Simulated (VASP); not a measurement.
Input of a VASP 6.6.1 run:

Contents of INCAR:

```
SYSTEM = SnTe
  PREC = Accurate
  ENCUT = 520
  EDIFF = 1E-6
  ISMEAR = -1
  SIGMA = 0.05
  LREAL = .FALSE.
  LASPH = .TRUE.
  NELM = 60
  ALGO = Normal
  ISIF = 2
  LWAVE = .FALSE.
  LCHARG = .TRUE.
  GGA = PS
  LELF = .TRUE.
  LVHAR = .TRUE.
  ISYM = 0
  NBANDS = 17
```

KPOINTS

```
Automatic mesh
0
Gamma
  5 5 5
  0.5 0.5 0.5
```

POSCAR

```
SnTe
1.0
    0.0000000000      3.6111460000      3.6111460000
    3.6111460000      0.0000000000      3.6111460000
    3.6111460000      3.6111460000      0.0000000000
Sn Te
1 1
Direct
    0.0000000000      0.0000000000      0.0000000000
    0.7500000000      0.7500000000      0.7500000000
```

Potentials or basis: VASP PAW PBE potentials, release 64 (Sn_d, Te).

Command:

```sh
$ cat potpaw_PBE.64/Sn_d/POTCAR potpaw_PBE.64/Te/POTCAR > POTCAR
$ mpirun -np 1 vasp_std > vasp.out
```

Problem. Estimate the band gap on the k mesh.

Solution. 0.38 eV, indirect (least direct gap 0.85 eV).

Problem. Predict the pressure.

Solution. -1.4 GPa.

Caveat: the PAW data sets were made with another functional, which shifts forces and pressure a little; spin-orbit coupling is left out, which moves the levels of the heavy elements. A k mesh can miss the band edges.
